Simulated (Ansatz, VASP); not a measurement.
One calculation of BaP, two programs

File INCAR:

```
SYSTEM = BaP
  PREC = Accurate
  ENCUT = 600
  EDIFF = 1E-6
  ISMEAR = 0
  SIGMA = 0.1
  LREAL = .False.
  LASPH = .True.
  NELM = 60
  ALGO = Normal
  ISIF = 3
  LWAVE = .False.
  LCHARG = .False.
  GGA = PE
  IBRION = 2
  NSW = 90
  EDIFFG = -0.04
```

File KPOINTS:

```
Automatic mesh
0
Gamma
  6 6 4
  0 0 0
```

POSCAR

```
BaP
1.0
    5.1129918100      0.0000000000      0.0000000000
   -2.5564959000      4.4279808000      0.0000000000
    0.0000000000      0.0000000000      5.0599587300
Ba P
2 2
Direct
    0.3333333300      0.6666666700      0.0000000000
    0.6666666700      0.3333333300      0.0000000000
    0.3333333300      0.6666666700      0.5000000000
    0.6666666700      0.3333333300      0.5000000000
```

Input for Ansatz:

```yaml
crystal:
  lattice:
    - [5.11299181, 0.0, 0.0]
    - [-2.5564959, 4.4279808, 0.0]
    - [0.0, 0.0, 5.05995873]
  atoms:
    - { symbol: Ba, position: [0.33333333, 0.66666667, 0.0] }
    - { symbol: Ba, position: [0.66666667, 0.33333333, 0.0] }
    - { symbol: P, position: [0.33333333, 0.66666667, 0.5] }
    - { symbol: P, position: [0.66666667, 0.33333333, 0.5] }
basis:
  ecutwfc: 420
kpoints:
  mp_grid: { grid: [6, 6, 4] }
hamiltonian:
  xc: pbe
scf:
  occupations: { method: gaussian, width: 0.1 }
  lower_state_search: "off"
output:
  forces: true
  stress: true
  eigenvalues: true
relax:
  adjacent_minimum: "off"
  f_tol: 0.04
  max_steps: 70
  cell: { stress_tol: 0.4 }
```

Alike in both runs: task relaxation of cell and atoms; functional PBE; k mesh 6 × 6 × 4; occupations gaussian, width 0.1 eV; no spin polarisation.

```csv
,VASP,Ansatz
version,VASP 6.6.1,Ansatz 0.2.0
potentials or method,"VASP PAW PBE potentials, release 64 (Ba_sv, P), cutoff 600 eV","scalar-relativistic, plane waves, PAW"
valence electrons in the cell,30,30
```

|  | VASP | Ansatz | Ansatz less VASP |
| --- | --- | --- | --- |
| gap on the k mesh at the Fermi level, each at its own relaxed structure (eV) | none | none | - |
| relaxed volume (Å³/atom) | 42.89 | 41.75 | -1.140 |
| relaxed cell length with the largest relative difference (Å) | 5.658 | 5.601 | -0.0570 |

A gap of «none» marks a metal or a gap that the smearing closes.

Spin-orbit coupling is off throughout. Noted on VASP's run: the volume moved by over 15 % at a fixed basis, so the end points are rough.
